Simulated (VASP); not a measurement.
A run of VASP 6.6.1 is set up as follows.

Contents of POSCAR:

```
SnSe2
1.0
    3.8255264633      0.0000000000      0.0000000000
   -1.9127632317      3.3130031001      0.0000000000
    0.0000000000      0.0000000000      6.2315863965
Sn Se
1 2
Direct
    0.0000000000      0.0000000000      0.0000000000
    0.3333333333      0.6666666667      0.2529368639
    0.6666666667      0.3333333333      0.7470631361
```

INCAR.step1

```
SYSTEM = SnSe2
ALGO = Normal
EDIFF = 1E-4
ENCUT = 520
GGA = PE
ISMEAR = 0
LASPH = .True.
LCHARG = .False.
LREAL = .False.
LWAVE = .True.
NBANDS = 20
NELM = 100
PREC = Accurate
SIGMA = 0.03
```

INCAR.step2

```
SYSTEM = SnSe2
ALGO = Normal
BPARAM = 11.95
CPARAM = 0.0093
EDIFF = 1E-7
ENCUT = 520
ISIF = 2
ISMEAR = 0
ISTART = 1
IVDW_NL = 2
LASPH = .True.
LCHARG = .False.
LMIXTAU = .True.
LREAL = .False.
LUSE_VDW = .True.
LWAVE = .False.
METAGGA = R2SCAN
NBANDS = 20
NELM = 100
PREC = Accurate
SIGMA = 0.03
```

Contents of KPOINTS:

```
k-points
0
Gamma
  15 15 9
  0 0 0
```

Potentials or basis: VASP PAW PBE potentials, release 64 (Sn_d, Se).

The run is started by

```console
$ cat potpaw_PBE.64/Sn_d/POTCAR potpaw_PBE.64/Se/POTCAR > POTCAR
$ cp INCAR.step1 INCAR
$ mpirun -np 1 vasp_std > vasp.out
$ cp INCAR.step2 INCAR
$ mpirun -np 1 vasp_std > vasp.out
```

Question: Predict the largest force.

Answer: 0.027 eV/Å.

Question: Estimate the band gap on the k mesh.

Answer: 0.91 eV, indirect (least direct gap 1.47 eV).

Question: What does it give for the pressure?

Answer: 0.2 GPa.

Forces in eV/Å, atoms in the order of the input:
```
Sn   0.000  0.000  0.000
Se   0.000  0.000  0.027
Se   0.000  0.000 -0.027
```

Caveat: the PAW data sets were made with another functional, which shifts forces and pressure a little; spin-orbit coupling is left out, which moves the levels of the heavy elements. A k mesh can miss the band edges.
